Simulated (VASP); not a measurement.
Ta16H (a cell with a defect): single point with PBE

The system is Ta16H (a cell with a defect).

```xyz
17
Lattice="6.6200 0.0000 0.0000 0.0000 6.6200 0.0000 0.0000 0.0000 6.6200" Properties=species:S:1:pos:R:3 pbc="T T T"
Ta    0.1025   -0.1093   -0.0222
Ta    3.2444   -0.0051   -0.0547
Ta    0.0633    3.3132    0.0050
Ta   -0.0997   -0.0686    3.3751
Ta    1.4860    1.4951    1.5503
Ta    3.3827    3.3753   -0.0161
Ta    3.2471   -0.0337    3.3257
Ta    5.0686    1.7612    1.7764
Ta    0.0938    3.3195    3.2204
Ta    1.6449    5.0650    1.5791
Ta    1.6442    1.5030    4.9478
Ta    3.3563    3.3963    3.3750
Ta    4.8941    4.9429    1.7207
Ta    5.0189    1.7300    4.9320
Ta    1.5931    4.9988    5.0311
Ta    4.9758    4.9802    4.9370
H     4.8937    0.7195   -0.0607
```

* Program: VASP 6.6.1
* Task: single point
* Functional: PBE
* Potentials or basis: VASP PAW PBE potentials, release 64 (Ta_pv, H)
* Cutoff: 520 eV
* k mesh: 2 × 2 × 2
* Occupations: fermi-dirac, width 0.05 eV
* Spin: no spin polarisation

```json
{
  "Pressure": "4.2 GPa",
  "Largest force": "3.425 eV/Å",
  "Band gap on the k mesh": "zero (an odd number of electrons rules out a gap without spin polarisation)"
}
```

Forces in eV/Å, atoms in the order of the input:
```
Ta  -2.857  1.111 -0.027
Ta   0.253 -0.251  0.739
Ta  -0.324 -0.131 -0.299
Ta   1.013  0.558 -1.069
Ta   2.622  1.765  1.318
Ta  -0.950 -0.876  0.265
Ta   0.475  0.844 -0.177
Ta  -1.742 -0.949 -1.251
Ta  -0.607  0.146  1.408
Ta   0.318 -1.965  1.214
Ta   0.128  2.057 -0.033
Ta  -1.033 -1.102 -0.907
Ta   0.924  0.463 -0.669
Ta  -0.422 -0.178 -0.105
Ta   1.334 -1.301 -1.495
Ta  -0.229 -0.615  0.654
H    1.097  0.423  0.433
```

Stress tensor (GPa, compression positive):
```
4.33 0.45 0.18
0.45 4.20 0.14
0.18 0.14 3.94
```

Levels at points of the mesh, in eV from the Fermi level:
```tsv
k point	band 84	band 85	band 86	band 87	band 88	band 89	band 90	band 91	band 92	band 93
(0.00, 0.00, 0.00)	0.53	0.63	0.80	0.82	0.87	0.95	1.04	1.08	1.10	1.20
(0.50, 0.00, 0.00)	-0.41	-0.34	-0.28	0.08	0.21	0.28	0.31	0.45	0.55	0.67
(0.00, 0.50, 0.00)	-0.39	-0.36	-0.24	-0.14	0.18	0.28	0.30	0.46	0.60	0.65
(0.00, 0.00, 0.50)	-0.44	-0.42	-0.16	0.12	0.14	0.26	0.32	0.54	0.56	0.61
(0.50, 0.50, 0.00)	-0.57	-0.54	-0.52	-0.47	-0.36	-0.34	-0.21	0.00	0.30	0.64
(0.00, 0.50, 0.50)	-0.56	-0.53	-0.41	-0.34	-0.21	-0.18	-0.17	-0.09	0.05	0.92
(0.50, 0.00, 0.50)	-0.61	-0.59	-0.48	-0.45	-0.38	-0.34	-0.21	0.07	0.30	0.69
(0.50, 0.50, 0.50)	-1.19	-1.14	-1.05	-1.02	-0.96	-0.95	-0.91	-0.81	-0.77	-0.74
```

It took 15 min on 1 thread of Intel Xeon 8259CL, on a shared host, peak memory 0.44 GiB.

Caveat: the k points lie up to 0.47 Å⁻¹ apart, too coarse for converged energies and pressures of a metal; the atoms stand as in a frame of molecular dynamics; spin-orbit coupling is left out, which moves the levels of the heavy elements.
